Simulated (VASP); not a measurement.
KPd, 4 atoms in the cell. The structure is orthorhombic, space group Cmcm (No. 63). The conventional cell has a = 5.003 Å, b = 11.033 Å, c = 4.675 Å, α = 90.00°, β = 90.00°, γ = 90.00°. Within 4.3 Å of K (site symmetry m2m) lie 7 Pd at 3.27 to 3.58 Å and 6 K at 3.93 to 4.16 Å. Within 3.6 Å of Pd (site symmetry m2m) lie 2 Pd at 2.56 Å and 7 K at 3.27 to 3.58 Å. 

- Program: VASP 6.6.1
- Task: single point
- Functional: PBE
- Potentials or basis: VASP PAW PBE potentials, release 64 (K_sv, Pd)
- Cutoff: 520 eV
- k mesh: 4 × 4 × 4
- Occupations: gaussian, width 0.1 eV
- Spin: no spin polarisation
- Dipole correction: no
- Further INCAR settings: ALGO = Fast; EDIFF = 1e-07; NBANDS = 27

Potentials or basis: VASP PAW PBE potentials, release 64 (K_sv, Pd).

Launch:

```bash
$ cat potpaw_PBE.64/K_sv/POTCAR potpaw_PBE.64/Pd/POTCAR > POTCAR
$ mpirun -np 1 vasp_std > vasp.out
```

Hardware: 1 thread of Oxide Virtual Turin-like Processor (shared host).

Task: Estimate the wall time of this run.

Result: Wall time 2.7 min on 1 thread of Oxide Virtual Turin-like Processor, with other jobs on the host, peak memory 0.27 GiB. Counts: scf iterations 24, k points 21.
